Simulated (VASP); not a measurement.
Input of a VASP 6.6.1 run:

Contents of INCAR:

```
SYSTEM = HgTe
PREC = Accurate
ENCUT = 520
EDIFF = 1E-7
ISMEAR = -1
SIGMA = 0.05
LREAL = .FALSE.
LASPH = .TRUE.
NELM = 60
ALGO = Normal
ISIF = 2
LWAVE = .FALSE.
LCHARG = .FALSE.
GGA = PE
IVDW = 12
NBANDS = 16
```

The input KPOINTS:

```
Automatic mesh
0
G
  7 7 7
  0 0 0
```

File POSCAR:

```
HgTe
1.0
    0.0000000000      3.2357886999      3.2357886999
    3.2357886999      0.0000000000      3.2357886999
    3.2357886999      3.2357886999      0.0000000000
Hg Te
1 1
Direct
    0.0000000000      0.0000000000      0.0000000000
    0.7500000000      0.7500000000      0.7500000000
```

Potentials or basis: VASP PAW PBE potentials, release 64 (Hg, Te).

The run is started by

```sh
$ cat potpaw_PBE.64/Hg/POTCAR potpaw_PBE.64/Te/POTCAR > POTCAR
$ mpirun -np 1 vasp_std > vasp.out
```

(1) Predict the dispersion energy per atom.

(2) Estimate the band gap on the k mesh.

(3) What does it give for the pressure?

## Answers

(1) -0.359 eV.

(2) zero (filled and empty bands touch).

(3) 1.6 GPa.

Caveat: spin-orbit coupling is left out, which moves the levels of the heavy elements; pairwise dispersion overbinds metals, which lowers pressure and volume.
